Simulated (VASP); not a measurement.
In, 1 atom in the cell. Symmetry: I4/mmm, No. 139, tetragonal system. Conventional cell: a = 3.457 Å, b = 3.457 Å, c = 4.325 Å, α = 90.00°, β = 90.00°, γ = 90.00°. In (site symmetry 4/mmm) has 14 In at 3.26 to 4.32 Å within 4.4 Å. 

```yaml
Program: VASP 6.6.1
Task: single point
Functional: PBE
Potentials_or_basis: VASP PAW PBE potentials, release 64 (In_d)
Cutoff: 520 eV
k_mesh: 20 × 20 × 20
Occupations: gaussian, width 0.15 eV
Spin: no spin polarisation
Dipole_correction: no
Further_INCAR_settings: ALGO = Fast; EDIFF = 1e-06; NBANDS = 12
```

Potentials or basis: VASP PAW PBE potentials, release 64 (In_d).

Command:

```console
$ cat potpaw_PBE.64/In_d/POTCAR > POTCAR
$ mpirun -np 1 vasp_std > vasp.out
```

Hardware: 1 thread of Intel(R) Xeon(R) 6975P-C (Granite Rapids), on a shared host.

Task: How long does it take, and how much memory?

Result: Wall time 52 s on 1 thread of Intel(R) Xeon(R) 6975P-C (Granite Rapids), with other jobs on the host, peak memory 0.29 GiB. Counts: scf iterations 13, k points 641.
